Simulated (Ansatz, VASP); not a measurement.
**Two plane-wave programs on InP**

```
In P
1.0
     0.00000    2.25130    2.25130
     2.25130    0.00000    2.25130
     2.25130    2.25130    0.00000
In P
1 1
Direct
  0.00000 0.00000 0.00000
  0.50000 0.50000 0.50000
```

Change from the starting cell: volume scaled by 0.55, PAW files.

Alike in both runs: task single point; functional r2SCAN; k mesh 14 × 14 × 14; occupations fermi-dirac, width 0.05 eV; no spin polarisation.

|  | VASP | Ansatz |
| --- | --- | --- |
| version | VASP 6.6.1 | Ansatz 0.2.0 |
| potentials or method | VASP PAW PBE potentials, release 64 (In_d, P) | PAW with Ansatz's default frozen-core files, scalar-relativistic |
| plane-wave cutoff (eV) | 520 | 500 |
| valence electrons in the cell | 18 | 18 |

|  | VASP | Ansatz | Ansatz less VASP |
| --- | --- | --- | --- |
| pressure (GPa) | 194.4 | 194.4 | +0.04 |

VASP's potentials were made for PBE, not for r2SCAN. Both programs put the cell under a high pressure, so it lies far from rest at this level.

Noted on VASP's run: the cell as given lies far from equilibrium.
